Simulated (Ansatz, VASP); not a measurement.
TiB2 in VASP and in Ansatz

```
CELL_PARAMETERS angstrom
3.07007 0.00000 0.00000
-1.53503 2.65876 0.00000
0.00000 0.00000 3.36903
ATOMIC_POSITIONS crystal
Ti 0.00000 0.00000 0.00000
B 0.33333 0.66667 0.50000
B 0.66667 0.33333 0.50000
```

Alike in both runs: functional PBE; k mesh 15 × 15 × 12; occupations fermi-dirac, width 1 eV; no spin polarisation.

Ansatz relaxed the structure, and its values are those at the end. VASP's run is a single point on that final structure, the one shown.

|  | VASP | Ansatz |
| --- | --- | --- |
| version | VASP 6.6.1 | Ansatz 0.2.0 |
| potentials or method | VASP PAW PBE potentials, release 64 (Ti_sv, B), cutoff 500 eV | plane-wave PAW DFT |
| valence electrons in the cell | 18 | 18 |

Ansatz gave:

| Quantity | Value |
| --- | --- |
| pressure (GPa) | 0.0 |

Task: Which values does VASP return?

Result: Pressure (GPa): 0.2.
